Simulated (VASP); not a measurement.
# Ni (Fm-3m) in VASP: further runs

The runs below take Ni through single point, relaxation of cell and atoms, with r2SCAN.

Everything below comes from runs of VASP 6.6.1. Logs are shortened: lines on timing, memory, paths and dates and some standing lists are left out, and cuts for length are marked.

## (1) The cell of the first run

It takes space group Fm-3m (No. 225, cubic). Conventional cell: a = 3.476 Å, b = 3.476 Å, c = 3.476 Å, α = 90.00°, β = 90.00°, γ = 90.00°. Within 3.2 Å of Ni (site symmetry m-3m) lie 12 Ni at 2.46 Å.

## (2) Single point, r2SCAN, collinear spin, ferromagnetic start

POSCAR reads:

```
Ni
1.0
    2.4579285354      0.0000000000      0.0000000000
    1.2289642677      2.1286285523      0.0000000000
    1.2289642677      0.7095428508      2.0068902453
Ni
1
Direct
    0.0000000000      0.0000000000      0.0000000000
```

INCAR.step1 reads:

```
  ALGO = Normal
  EDIFF = 1E-4
  ENCUT = 520
  GGA = PE
  ISMEAR = 1
  ISPIN = 2
  LASPH = True
  LCHARG = False
  LMAXMIX = 4
  LREAL = False
  LWAVE = True
  MAGMOM = 1.5
  NBANDS = 15
  NELM = 150
  PREC = Accurate
  SIGMA = 0.05
```

INCAR.step2 reads:

```
  ALGO = Normal
  EDIFF = 1E-6
  ENCUT = 520
  ISIF = 2
  ISMEAR = 1
  ISPIN = 2
  ISTART = 1
  LASPH = True
  LCHARG = False
  LMAXMIX = 4
  LMIXTAU = True
  LORBIT = 11
  LREAL = False
  LWAVE = False
  MAGMOM = 1.5
  METAGGA = R2SCAN
  NBANDS = 15
  NELM = 150
  PREC = Accurate
  SIGMA = 0.05
```

KPOINTS reads:

```
k-points
0
Gamma
  8 8 8
```

Potentials or basis: VASP PAW PBE potentials, release 64 (Ni).

Launch:

```console
cat potpaw_PBE.64/Ni/POTCAR > POTCAR
cp INCAR.step1 INCAR
mpirun -np 1 vasp_std > vasp.out
cp INCAR.step2 INCAR
mpirun -np 1 vasp_std > vasp.out
```

OUTCAR:

```text
EDIFF = 1E-6
   ENCUT = 520
   ISIF = 2
   ISMEAR = 1
   ISPIN = 2
   ISTART = 1
   LASPH = True
   LORBIT = 11
   LREAL = False
   METAGGA = R2SCAN
   NELM = 150
   PREC = Accurate

 ion  position               nearest neighbor table
   1  0.000  0.000  0.000-

  LATTYP: Found a face centered cubic cell.
 ALAT       =     3.4760358701

  Lattice vectors:

 A1 = (   2.4579285354,   0.0000000000,   0.0000000000)
 A2 = (   1.2289642677,   2.1286285523,   0.0000000000)
 A3 = (   1.2289642677,   0.7095428508,   2.0068902453)

Analysis of symmetry for initial positions (statically):
=====================================================================
 Subroutine PRICEL returns:
 Original cell was already a primitive cell.

 Routine SETGRP: Setting up the symmetry group for a
 face centered cubic supercell.

 Subroutine GETGRP returns: Found 48 space group operations
 (whereof 48 operations were pure point group operations)
 out of a pool of 48 trial point group operations.

The static configuration has the point symmetry O_h .

Analysis of symmetry for dynamics (positions and initial velocities):
=====================================================================
 Subroutine PRICEL returns:
 Original cell was already a primitive cell.

 Routine SETGRP: Setting up the symmetry group for a
 face centered cubic supercell.

 Subroutine GETGRP returns: Found 48 space group operations
 (whereof 48 operations were pure point group operations)
 out of a pool of 48 trial point group operations.

The dynamic configuration has the point symmetry O_h .

Analysis of structural, dynamic, and magnetic symmetry:
=====================================================================
 Subroutine PRICEL returns:
 Original cell was already a primitive cell.

 Routine SETGRP: Setting up the symmetry group for a
 face centered cubic supercell.

 Subroutine GETGRP returns: Found 48 space group operations
 (whereof 48 operations were pure point group operations)
 out of a pool of 48 trial point group operations.

The overall configuration has the point symmetry O_h .

 Subroutine INISYM returns: Found 48 space group operations
 (whereof 48 operations are pure point group operations),
 and found     1 'primitive' translations

----------------------------------------------------------------------------------------

                                     Primitive cell

  volume of cell :      10.5001

  direct lattice vectors                    reciprocal lattice vectors
     2.457928535  0.000000000  0.000000000     0.406846654 -0.234893025 -0.166094451
     1.228964268  2.128628552  0.000000000     0.000000000  0.469786050 -0.166094451
     1.228964268  0.709542851  2.006890245     0.000000000  0.000000000  0.498283353

  length of vectors
     2.457928535  2.457928535  2.457928535     0.498283353  0.498283353  0.498283353

  position of ions in fractional coordinates (direct lattice)
     0.000000000  0.000000000  0.000000000

  ion indices of the primitive-cell ions
   primitive index   ion index
                 1           1

----------------------------------------------------------------------------------------

 KPOINTS: k-points

Automatic generation of k-mesh.
 Grid dimensions read from file:
 generate k-points for:    8    8    8

 Generating k-lattice:

  Cartesian coordinates                     Fractional coordinates (reciprocal lattice)
     0.050855832 -0.029361628 -0.020761806     0.125000000  0.000000000  0.000000000
     0.000000000  0.058723256 -0.020761806     0.000000000  0.125000000 -0.000000000
     0.000000000  0.000000000  0.062285419     0.000000000  0.000000000  0.125000000

  Length of vectors
     0.062285419  0.062285419  0.062285419

  Shift w.r.t. Gamma in fractional coordinates (k-lattice)
     0.000000000  0.000000000  0.000000000

 Subroutine IBZKPT returns following result:
 ===========================================

 Found     29 irreducible k-points:

 Following reciprocal coordinates:
            Coordinates               Weight
  0.000000  0.000000  0.000000      1.000000
  0.125000  0.000000  0.000000      8.000000
  0.250000  0.000000  0.000000      8.000000
  0.375000  0.000000  0.000000      8.000000
  0.500000  0.000000  0.000000      4.000000
  0.125000  0.125000  0.000000      6.000000
[... 16 lines left out ...]
  0.500000  0.250000  0.125000     48.000000
 -0.375000  0.250000  0.125000     24.000000
 [... further k-points ...]
   k-points           NKPTS =     29   k-points in BZ     NKDIM =     29   number of bands    NBANDS=     15
   number of dos      NEDOS =    301   number of ions     NIONS =      1
   total plane-waves  NPLWV =   5832
   dimension x,y,z NGX =    18 NGY =   18 NGZ =   18
   dimension x,y,z NGXF=    36 NGYF=   36 NGZF=   36
   ions per type =               1
   NGX,Y,Z   is equivalent  to a cutoff of  12.17, 12.17, 12.17 a.u.
   NGXF,Y,Z  is equivalent  to a cutoff of  24.35, 24.35, 24.35 a.u.
 SYSTEM =  unknown system
   PREC   = accura    normal or accurate (medium, high low for compatibility)
   ISTART =      1    job   : 0-new  1-cont  2-samecut
   ICHARG =      0    charge: 1-file 2-atom 10-const
   ISPIN  =      2    spin polarized calculation?
   LNONCOLLINEAR =      F non collinear calculations
   LSORBIT =      F    spin-orbit coupling
   LASPH  =      T    aspherical Exc in radial PAW
   ENCUT  =  520.0 eV  38.22 Ry    6.18 a.u.   4.57  4.57  4.57*2*pi/ulx,y,z
   NELM   =    150;   NELMIN=  2; NELMDL=  0     # of ELM steps
   EDIFF  = 0.1E-05   stopping-criterion for ELM
   LREAL  =      F    real-space projection
   EDIFFG = 0.1E-04   stopping-criterion for IOM
   NSW    =      0    number of steps for IOM
   IBRION =     -1    ionic relax: 0-MD 1-quasi-New 2-CG
   NFREE  =      0    steps in history (QN), initial steepest desc. (CG)
   ISIF   =      2    stress and relaxation
   ISYM   =      2    0-nonsym 1-usesym 2-fastsym
   POTIM  = 0.5000    time-step for ionic-motion
   TEBEG  =    0.0;   TEEND  =   0.0 temperature during run
   PSTRESS=    0.0 pullay stress
   NELECT =      10.0000    total number of electrons
   NUPDOWN=      -1.0000    fix difference up-down
   EMIN   =  10.00;   EMAX   =-10.00  energy-range for DOS
   EFERMI =   0.00;   METHOD = LEGACY
   ISMEAR =     1;   SIGMA  =   0.05  broadening in eV -4-tet -1-fermi 0-gaus
   EFERMI_NEDOS =   21; number of points for ismear=-14 and -15
   IALGO  =     38    algorithm
   IMIX   =      4    mixing-type and parameters
     AMIX     =   0.40;   BMIX     =  1.00
     AMIX_MAG =   1.60;   BMIX_MAG =  1.00
  volume/ion in A,a.u.               =      10.50        70.86
  Fermi-wavevector in a.u.,A,eV,Ry     =   1.610685  3.043753 35.297673  2.594306
  Thomas-Fermi vector in A             =   2.706196
   LORBIT       =     11    0 simple, 1 ext, 2 COOP (PROOUT), +10 PAW based schemes
   METAGGA = R2SCAN    functional components
   LHFCALC =     F    Hartree Fock is set to
   AEXX    =    0.0000 exact exchange contribution
   IVDW    =     0    specifies the selected vdW correction
   LEPSILON=     F    determine dielectric tensor
   LRPA    =     F    only Hartree local field effects (RPA)
 spin polarized calculation
 Methfessel and Paxton  Order N= 1 SIGMA  =   0.05
  energy-cutoff  :      520.00
  volume of cell :       10.50
 maximum number of plane-waves:       295
   NGX =  9   NGY =  9   NGZ =  9

 number of electron       9.9999999 magnetization       0.6992186

 Free energy of the ion-electron system (eV)
  ---------------------------------------------------
  ext. energy  EPLUGINS =         0.00000000
  ---------------------------------------------------
  free energy    TOTEN  =       -11.94616273 eV

  energy without entropy =      -11.94603645  energy(sigma->0) =      -11.94612063

 E-fermi :   9.8391     XC(G=0): -14.6276

 val. band max:        9.8320110384   @ k =  -0.3750   0.2500  -0.0000
 cond. band min:       9.8969923245   @ k =   0.3750   0.1250   0.0000
 fundamental gap:      0.0649812861
 Fermi energy:         9.8390835931

 spin component 1

 k-point     1 :       0.0000    0.0000    0.0000
  band No.  band energies     occupation
      1       0.1665      1.00000
      2       6.8128      1.00000
      3       6.8128      1.00000
      4       6.8128      1.00000
      5       8.1705      1.00000
      6       8.1705      1.00000
      7      34.6806      0.00000
      8      39.1216      0.00000
      9      39.1216      0.00000
     10      39.1220      0.00000
     11      41.8637      0.00000
     12      41.8637      0.00000
     13      41.8637      0.00000
     14      45.2290      0.00000
     15      51.9094      0.00000

 k-point     2 :       0.1250    0.0000    0.0000
  band No.  band energies     occupation
      1       0.8071      1.00000
      2       6.6645      1.00000
      3       6.9415      1.00000
      4       6.9416      1.00000
      5       8.1239      1.00000
      6       8.1239      1.00000
      7      31.7093      0.00000
      8      35.9003      0.00000
      9      37.9474      0.00000
     10      37.9477      0.00000
     11      43.2788      0.00000
     12      43.5755      0.00000
     13      43.5756      0.00000
     14      48.5735      0.00000
     15      48.5740      0.00000
[... 365 lines left out ...]
      3       6.5416      1.00000
      4       7.6904      1.00000
      5       8.4703      1.00000
      6      10.7467     -0.00000
      7      20.1480      0.00000
      8      26.0919      0.00000
      9      29.4554      0.00000
     10      37.4435      0.00000
     11      41.3119      0.00000
     12      46.1118      0.00000
     13      48.9688      0.00000
     14      52.0076      0.00000
     15      54.9321      0.00000

 k-point    24 :      -0.3750    0.2500    0.1250
  band No.  band energies     occupation
      1       5.2523      1.00000
      2       6.2007      1.00000
      3       6.7679      1.00000
      4       7.5679      1.00000
      5       8.6919      1.00000
      6      13.1849      0.00000
      7      16.2041      0.00000
      8      26.5920      0.00000
      9      27.7968      0.00000
     10      37.0479      0.00000
     11      41.2734      0.00000
     12      49.0873      0.00000
     13      51.1314      0.00000
     14      51.8371      0.00000
     15      53.0291      0.00000

 [... further k-points ...]

 spin component 2

 k-point     1 :       0.0000    0.0000    0.0000
  band No.  band energies     occupation
      1      -0.0841      1.00000
      2       8.1145      1.00000
      3       8.1145      1.00000
      4       8.1145      1.00000
      5       8.8761      1.00000
      6       8.8761      1.00000
      7      34.4164      0.00000
      8      39.2198      0.00000
      9      39.2199      0.00000
     10      39.2199      0.00000
     11      42.1638      0.00000
     12      42.1638      0.00000
     13      42.1638      0.00000
     14      45.2917      0.00000
     15      52.7291      0.00000

 k-point     2 :       0.1250    0.0000    0.0000
  band No.  band energies     occupation
      1       0.5632      1.00000
      2       7.9214      1.00000
      3       8.2336      1.00000
      4       8.2337      1.00000
      5       8.8451      1.00000
      6       8.8452      1.00000
      7      31.7613      0.00000
      8      35.8171      0.00000
      9      38.1287      0.00000
     10      38.1288      0.00000
     11      43.4095      0.00000
     12      43.7761      0.00000
     13      43.7761      0.00000
     14      49.0369      0.00000
     15      49.0370      0.00000
[... 365 lines left out ...]
      3       7.4625      1.00000
      4       8.5329      1.00000
      5       9.7049      1.00049
      6      11.5219      0.00000
      7      20.4444      0.00000
      8      26.2479      0.00000
      9      29.6100      0.00000
     10      37.5889      0.00000
     11      41.4793      0.00000
     12      46.4360      0.00000
     13      49.2066      0.00000
     14      54.0445      0.00000
     15      55.7078      0.00000

 k-point    24 :      -0.3750    0.2500    0.1250
  band No.  band energies     occupation
      1       6.0404      1.00000
      2       6.6647      1.00000
      3       7.7441      1.00000
      4       8.3885      1.00000
      5       9.9866     -0.00012
      6      13.5145      0.00000
      7      16.7351      0.00000
      8      26.6991      0.00000
      9      27.9960      0.00000
     10      37.1876      0.00000
     11      41.4466      0.00000
     12      49.2919      0.00000
     13      52.1655      0.00000
     14      52.6183      0.00000
     15      53.7115      0.00000

 [... further k-points ...]

------------------------ aborting loop because EDIFF is reached ----------------------------------------

  FORCE on cell =-STRESS in cart. coord.  units (eV):
  Direction    XX          YY          ZZ          XY          YZ          ZX
  --------------------------------------------------------------------------------------
  -------------------------------------------------------------------------------------
  Total        0.0260149      0.0260149      0.0260149      0.0000000      0.0000000      0.0000000
  in kB        3.9695418      3.9695418      3.9695418      0.0000000      0.0000000      0.0000000
  external PRESSURE =       3.9695418 kB  Pullay stress =       0.0000000 kB

 VOLUME and BASIS-vectors are now :
 -----------------------------------------------------------------------------
  energy-cutoff  :      520.00
  volume of cell :       10.50
      direct lattice vectors                 reciprocal lattice vectors
     2.457928535  0.000000000  0.000000000     0.406846654 -0.234893025 -0.166094451
     1.228964268  2.128628552  0.000000000     0.000000000  0.469786050 -0.166094451
     1.228964268  0.709542851  2.006890245     0.000000000  0.000000000  0.498283353

 POSITION                                       TOTAL-FORCE (eV/Angst)
 -----------------------------------------------------------------------------------
      0.00000      0.00000      0.00000         0.000000     -0.000000      0.000000
 -----------------------------------------------------------------------------------
    total drift:                               -0.000000      0.000000      0.000000

  FREE ENERGIE OF THE ION-ELECTRON SYSTEM (eV)
  ---------------------------------------------------
  free  energy   TOTEN  =       -11.9461627256 eV

  energy  without entropy=      -11.9460364464  energy(sigma->0) =      -11.94612063

 total charge

# of ion       s       p       d       tot
------------------------------------------
    1        0.528   0.552   8.331   9.411

 magnetization (x)

# of ion       s       p       d       tot
------------------------------------------
    1       -0.010  -0.043   0.771   0.717
```

Run time: 22 s. Hardware: 1 thread of Intel Xeon 6975P-C (Granite Rapids), shared host; peak memory 0.12 GiB.

What came out:

```yaml
Free_energy: -11.9462 eV
Pressure: 0.4 GPa
Net_moment: 0.70 μB per cell
Site_moments: Ni +0.72 μB
Valence_electrons_inside_the_program's_atomic_spheres: Ni 9.41
```

Caveat: the k points lie up to 0.39 Å⁻¹ apart; the PAW data sets were made with another functional, which shifts forces and pressure a little.

## (3) Relaxation of cell and atoms, r2SCAN, collinear spin, ferromagnetic start

This run uses another cell than the first one, of 10.94 Å³/atom.

POSCAR reads:

```
Ni
1.0
    2.4917520000      0.0000000000      0.0000000000
    1.2458760000      2.1579205319      0.0000000000
    1.2458760000      0.7193068440      2.0345069885
Ni
1
Direct
    0.0000000000      0.0000000000      0.0000000000
```

INCAR.step1 reads:

```
PREC = Accurate
ENCUT = 600
ISMEAR = 1
SIGMA = 0.05
LREAL = False
LASPH = True
NELM = 150
ISPIN = 2
MAGMOM = 1.5
LMAXMIX = 4
GGA = PE
ALGO = Normal
EDIFF = 1E-4
LWAVE = True
LCHARG = False
```

INCAR.step2 reads:

```
PREC = Accurate
ENCUT = 600
EDIFF = 1E-6
ISMEAR = 1
SIGMA = 0.05
LREAL = False
LASPH = True
NELM = 150
ALGO = Normal
ISIF = 3
LWAVE = False
LCHARG = False
ISPIN = 2
MAGMOM = 1.5
LORBIT = 11
LMAXMIX = 4
METAGGA = R2SCAN
LMIXTAU = True
IBRION = 2
NSW = 80
EDIFFG = -0.02
ISTART = 1
```

KPOINTS reads:

```
regular mesh
0
Gamma
  8 8 8
```

Potentials or basis: VASP PAW PBE potentials, release 64 (Ni).

Launch:

```console
cat potpaw_PBE.64/Ni/POTCAR > POTCAR
cp INCAR.step1 INCAR
mpirun -np 1 vasp_std > vasp.out
cp INCAR.step2 INCAR
mpirun -np 1 vasp_std > vasp.out
```

Run time: 38 s. Hardware: 1 thread of Intel Xeon 6975P-C (Granite Rapids), shared host; peak memory 0.14 GiB.

The run converged. Its results:

```
Free energy                                           : -11.9470 eV
Relaxed volume                                        : 10.52 Å³/atom
Relaxed cell                                          : a = 2.459 Å, b = 2.459 Å, c = 2.459 Å, α = 60.00°, β = 60.00°, γ = 60.00°
Space group after relaxing (to 0.1 Å)                 : Fm-3m (No. 225)
Energy gained by relaxing                             : 11.2 meV/atom
Ionic steps                                           : 3
Pressure after relaxing                               : -0.2 GPa
Net moment                                            : 0.70 μB per cell
Site moments                                          : Ni +0.72 μB
Valence electrons inside the program's atomic spheres : Ni 9.41
```

Step by step:
```tsv
step	energy change (eV)	largest force (eV/Å)	pressure (GPa)	volume (Å³)
1	0.0000	0.0000	-8.05	10.94
2	0.0012	0.0000	9.71	10.09
3	-0.0112	0.0000	-0.17	10.52
```

Final structure:
```xyz
1
Lattice="2.4591 0.0000 0.0000 1.2295 2.1296 0.0000 1.2295 0.7099 2.0078" Properties=species:S:1:pos:R:3 pbc="T T T"
Ni    1.2295    0.7099    2.0078
```

Levels at points of the mesh, in eV from the Fermi level:
Spin up:
```
           k point  band 1  band 2  band 3  band 4  band 5  band 6  band 7  band 8  band 9  band 10
(0.00, 0.00, 0.00)   -9.66   -3.02   -3.02   -3.02   -1.67   -1.67   24.83   29.26   29.26    29.26
(0.50, 0.00, 0.00)   -5.47   -2.94   -2.94   -1.04   -1.04   -0.48    5.89   23.26   26.25    26.25
(0.50, 0.50, 0.00)   -5.26   -4.89   -0.96   -0.96   -0.92    2.49    9.66   15.73   15.73    20.51
```
Spin down:
| k point | band 1 | band 2 | band 3 | band 4 | band 5 | band 6 | band 7 | band 8 | band 9 | band 10 |
| --- | --- | --- | --- | --- | --- | --- | --- | --- | --- | --- |
| (0.00, 0.00, 0.00) | -9.91 | -1.72 | -1.72 | -1.72 | -0.96 | -0.96 | 24.57 | 29.36 | 29.36 | 29.36 |
| (0.50, 0.00, 0.00) | -4.82 | -2.07 | -2.07 | -0.70 | 0.16 | 0.16 | 6.57 | 23.14 | 26.53 | 26.53 |
| (0.50, 0.50, 0.00) | -4.88 | -3.88 | -0.18 | 0.54 | 0.54 | 2.25 | 9.98 | 15.79 | 15.79 | 20.69 |

Caveat: the k points lie up to 0.39 Å⁻¹ apart in the final cell; the PAW data sets were made with another functional, which shifts forces and pressure a little.
